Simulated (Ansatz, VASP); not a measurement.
AlN in VASP and in Ansatz

Contents of INCAR:

```
ALGO = Normal
EDIFF = 1E-8
ENCUT = 520
GGA = CA
GGA_COMPAT = False
ISIF = 2
ISMEAR = -1
LASPH = True
LCHARG = False
LEFG = True
LREAL = False
LWAVE = False
NBANDS = 11
NELM = 120
PREC = Accurate
SIGMA = 0.02
```

KPOINTS

```
k-points
0
Gamma
  10 10 10
```

POSCAR

```
AlN
1.0
    0.0000000000      1.9780000000      1.9384400000
    1.9780000000      0.0000000000      1.9384400000
    1.9780000000      1.9780000000      0.0000000000
Al N
1 1
Direct
    0.0000000000      0.0000000000      0.0000000000
    0.5000000000      0.5000000000      0.5000000000
```

Input for Ansatz:

```yaml
crystal:
  lattice:
    - [0.0, 1.978, 1.93844]
    - [1.978, 0.0, 1.93844]
    - [1.978, 1.978, 0.0]
  atoms:
    - { symbol: Al, position: [0.0, 0.0, 0.0] }
    - { symbol: "N", position: [0.5, 0.5, 0.5] }
kpoints:
  mp_grid: { grid: [10, 10, 10] }
scf:
  occupations: { method: fermi_dirac, width: 0.02 }
hamiltonian:
  xc: lda
  pseudopotentials: { kind: all_electron, datasets: crystal }
output:
  forces: true
  stress: true
  eigenvalues: true
  efg: { contact_densities: true }
```

Change from the starting cell: zz strain of -2 %, crystal datasets.

Alike in both runs: task electric field gradients; functional LDA; k mesh 10 × 10 × 10; occupations fermi-dirac, width 0.02 eV; no spin polarisation.

```csv
,VASP,Ansatz
version,VASP 6.6.1,Ansatz 0.2.0
potentials or method,"VASP PAW LDA potentials, release 64 (Al, N), cutoff 520 eV","all-electron PAW with datasets made for the crystal, scalar-relativistic"
```

```tsv
	VASP	Ansatz	Ansatz less VASP
gap on the k mesh at the Fermi level (eV)	4.84	4.86	+0.022
pressure (GPa)	20.4	19.5	-0.88
traceless stress, the component that is largest in VASP (GPa)	6.18	6.06	-0.123
size of Vzz on the site where it differs most (V/Å²)	8.9	8.4	-0.51
```

LDA's correlation is that of Perdew and Zunger in VASP and of Perdew and Wang (1992) in Ansatz. Ansatz ran all-electron here, and VASP with PAW potentials.
